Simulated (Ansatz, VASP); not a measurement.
## One calculation of Pd, two programs

```xyz
5
Lattice="2.7166 0.0000 0.0000 0.0000 3.8419 0.0000 0.0000 0.0000 21.4333" Properties=species:S:1:pos:R:3 pbc="T T T"
Pd    0.0000    0.0000    8.0000
Pd    1.3583    1.9210    9.3583
Pd    0.0000    0.0000   10.7166
Pd    1.3583    1.9210   12.0750
Pd    0.0000    0.0000   13.4333
```

Alike in both runs: task single point; functional LDA; k mesh 13 × 10 × 1; occupations fermi-dirac, width 0.1 eV; no spin polarisation.

|  | VASP | Ansatz |
| --- | --- | --- |
| version | VASP 6.6.1 | Ansatz 0.2.0 |
| potentials or method | VASP PAW LDA potentials, release 64 (Pd) | PAW with Ansatz's default frozen-core files, scalar-relativistic |
| plane-wave cutoff (eV) | 520 | 420 |
| valence electrons in the cell | 50 | 90 |

```csv
,VASP,Ansatz,Ansatz less VASP
rms of the force components (eV/Å),0.333,0.337,+0.0042
```

LDA's correlation is that of Perdew and Zunger in VASP and of Perdew and Wang (1992) in Ansatz. Atom by atom the forces differ by 0.006 eV/Å (rms over components). VASP's potentials hold 50 valence electrons a cell and Ansatz's 90, so a difference there can come from the potentials and not from the codes.
